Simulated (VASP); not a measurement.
Set up this calculation in VASP 6.6.1, as the native input.

| Quantity | Value |
| --- | --- |
| Task | single point |
| Functional | PBEsol |
| Potentials or basis | VASP PAW PBE potentials, release 64 (Mg, O) |
| Cutoff | 520 eV |
| k mesh | 12 × 12 × 12 |
| Occupations | gaussian, width 0.05 eV |
| Spin | no spin polarisation |
| Dipole correction | no |
| Further INCAR settings | ALGO = Normal; EDIFF = 1e-06; NBANDS = 14 |

The structure of MgO2 lies in POSCAR:

```
MgO2
1.0
    1.6448800414      0.9496719347      3.5813283468
   -1.6448800414      0.9496719347      3.5813283468
    0.0000000000     -1.8993438694      3.5813283468
Mg O
1 2
Direct
    0.0000000000      0.0000000000      0.0000000000
    0.4287860000      0.4287860000      0.4287860000
    0.5712140000      0.5712140000      0.5712140000
```

This cell differs from its parent crystal: strain +0.025 along x and y, +0.025 along z.

These files were run (other wordings do the same):

INCAR

```
SYSTEM = MgO2
PREC     = Accurate       ! precision mode
ENCUT    = 520            ! plane-wave cutoff, eV
EDIFF    = 1E-6           ! SCF threshold, eV
ISMEAR   = 0              ! smearing method
SIGMA    = 0.05           ! smearing width, eV
LREAL    = .False.        ! projectors in reciprocal space
LASPH    = .True.         ! aspherical terms in the spheres
NELM     = 60             ! most SCF steps
ALGO     = Normal         ! electronic algorithm
ISIF     = 2              ! what is computed and relaxed
LWAVE    = .False.        ! write WAVECAR
LCHARG   = .True.         ! write CHGCAR
GGA      = PS             ! functional
LELF     = .True.         ! ELF
LVHAR    = .True.       
NBANDS   = 14             ! bands
```

KPOINTS

```
Automatic mesh
0
Gamma
  12 12 12
  0 0 0
```

Potentials or basis: VASP PAW PBE potentials, release 64 (Mg, O).

Run with:

```bash
$ cat potpaw_PBE.64/Mg/POTCAR potpaw_PBE.64/O/POTCAR > POTCAR
$ mpirun -np 1 vasp_std > vasp.out
```

Results of the run:

```yaml
Pressure: -12.6 GPa
Largest_force: 0.455 eV/Å
Band_gap_on_the_k_mesh: 1.79 eV, direct
```

Caveat: the cell differs from its parent crystal (strain +0.025 along x and y, +0.025 along z); the PAW data sets were made with another functional, which shifts forces and pressure a little.

It took 2.4 min on 1 thread of Intel(R) Xeon(R) Platinum 8488C (Sapphire Rapids), on a shared host, peak memory 0.22 GiB.
